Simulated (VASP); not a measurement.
Wanted: the native input for a VASP 6.6.1 run.

| Item | Value |
| --- | --- |
| Task | single point |
| Functional | r2SCAN |
| Potentials or basis | VASP PAW PBE potentials, release 64 (S) |
| Cutoff | 520 eV |
| k mesh | 6 × 6 × 6 |
| Occupations | gaussian, width 0.1 eV |
| Spin | no spin polarisation |
| Dipole correction | no |
| Further INCAR settings | ALGO = Normal; EDIFF = 1e-06; NBANDS = 13 |

S:

```xyz
2
Lattice="1.9460 1.1235 3.3809 -1.9460 1.1235 3.3809 0.0000 -2.2470 3.3809" Properties=species:S:1:pos:R:3 pbc="T T T"
S     0.0000    0.0000    1.9724
S     0.0000    0.0000    8.1704
```

These files were run (other wordings do the same):

POSCAR

```
S
1.0
    1.9459600064      1.1235005335      3.3809368292
   -1.9459600064      1.1235005335      3.3809368292
    0.0000000000     -2.2470010670      3.3809368292
S
2
Direct
    0.1944592803      0.1944592803      0.1944592803
    0.8055407197      0.8055407197      0.8055407197
```

INCAR.step1

```
  PREC = Accurate
  ENCUT = 520
  ISMEAR = 0
  SIGMA = 0.1
  LREAL = F
  LASPH = T
  NELM = 100
  NBANDS = 13
  GGA = PE
  ALGO = Normal
  EDIFF = 1E-4
  LWAVE = T
  LCHARG = F
```

INCAR.step2

```
  PREC = Accurate
  ENCUT = 520
  EDIFF = 1E-6
  ISMEAR = 0
  SIGMA = 0.1
  LREAL = F
  LASPH = T
  NELM = 100
  ALGO = Normal
  ISIF = 2
  LWAVE = F
  LCHARG = F
  METAGGA = R2SCAN
  LMIXTAU = T
  NBANDS = 13
  ISTART = 1
```

KPOINTS

```
Automatic mesh
0
Gamma
  6 6 6
```

Potentials or basis: VASP PAW PBE potentials, release 64 (S).

Run with:

```console
$ cat potpaw_PBE.64/S/POTCAR > POTCAR
$ cp INCAR.step1 INCAR
$ mpirun -np 1 vasp_std > vasp.out
$ cp INCAR.step2 INCAR
$ mpirun -np 1 vasp_std > vasp.out
```

Results of the run:

The pressure is -0.3 GPa. The largest force is 0.030 eV/Å and the band gap on the k mesh is zero (bands 6 and 7 overlap by 1.06 eV).

Caveat: the PAW data sets were made with another functional, which shifts forces and pressure a little.

Run time: 27 s on 1 thread of Intel(R) Xeon(R) 6975P-C (Granite Rapids), with other jobs on the host, peak memory 0.16 GiB.
